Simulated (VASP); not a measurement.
Here is a VASP 6.6.1 calculation.

The input INCAR:

```
SYSTEM = AlP
PREC = Accurate
ENCUT = 520
EDIFF = 1E-6
ISMEAR = 0
SIGMA = 0.05
LREAL = Auto
LASPH = .TRUE.
NELM = 60
ALGO = Normal
ISIF = 2
LWAVE = .FALSE.
LCHARG = .FALSE.
LDIPOL = .TRUE.
IDIPOL = 3
DIPOL = 0.5 0.5 0.498
GGA = PE
IVDW = 12
NBANDS = 66
```

Contents of KPOINTS:

```
regular mesh
0
G
  3 3 1
  0 0 0
```

File POSCAR:

```
AlP
1.0
    7.7102570154      0.0000000000      0.0000000000
   -3.8551285077      6.6772784451      0.0000000000
    0.0000000000      0.0000000000     23.0823233026
P Al
12 12
Direct
    0.5000000000      0.0000000000      0.3465855623
    0.5000000000      0.5000000000      0.3465855623
    0.0000000000      0.0000000000      0.3465855623
    0.0000000000      0.5000000000      0.3465855623
    0.6666666667      0.8333333333      0.4829539514
    0.6666666667      0.3333333333      0.4829539514
    0.1666666667      0.8333333333      0.4829539514
    0.1666666667      0.3333333333      0.4829539514
    0.8333333333      0.6666666667      0.6201485086
    0.8333333333      0.1666666667      0.6201485086
    0.3333333333      0.6666666667      0.6201485086
    0.3333333333      0.1666666667      0.6201485086
    0.1666666667      0.8333333333      0.3806776595
    0.1666666667      0.3333333333      0.3806776595
    0.6666666667      0.8333333333      0.3806776595
    0.6666666667      0.3333333333      0.3806776595
    0.3333333333      0.6666666667      0.5128128303
    0.3333333333      0.1666666667      0.5128128303
    0.8333333333      0.6666666667      0.5128128303
    0.8333333333      0.1666666667      0.5128128303
    0.5000000000      0.5000000000      0.6469190585
    0.5000000000      0.0000000000      0.6469190585
    0.0000000000      0.5000000000      0.6469190585
    0.0000000000      0.0000000000      0.6469190585
```

Potentials or basis: VASP PAW PBE potentials, release 64 (P, Al).

The run is started by

```bash
$ cat potpaw_PBE.64/P/POTCAR potpaw_PBE.64/Al/POTCAR > POTCAR
$ mpirun -np 1 vasp_std > vasp.out
```

**Question.** Estimate the band gap on the k mesh.

**Answer.** Zero (filled and empty bands touch).

**Question.** Estimate the dispersion energy per atom.

**Answer.** -0.242 eV.

Forces on the atoms (eV/Å):
```
P    0.000  0.000  0.376
P    0.000  0.000  0.376
P    0.000  0.000  0.376
P    0.000  0.000  0.376
P    0.000  0.000  0.612
P    0.000  0.000  0.612
P    0.000  0.000  0.612
P    0.000  0.000  0.612
P    0.000  0.000  0.020
P    0.000  0.000  0.020
P    0.000  0.000  0.020
P    0.000  0.000  0.020
Al   0.000  0.000 -0.995
Al   0.000  0.000 -0.995
Al   0.000  0.000 -0.995
Al   0.000  0.000 -0.995
Al   0.000  0.000 -0.004
Al   0.000  0.000 -0.004
Al   0.000  0.000 -0.004
Al   0.000  0.000 -0.004
Al   0.000  0.000 -0.009
Al   0.000  0.000 -0.009
Al   0.000  0.000 -0.009
Al   0.000  0.000 -0.009
```
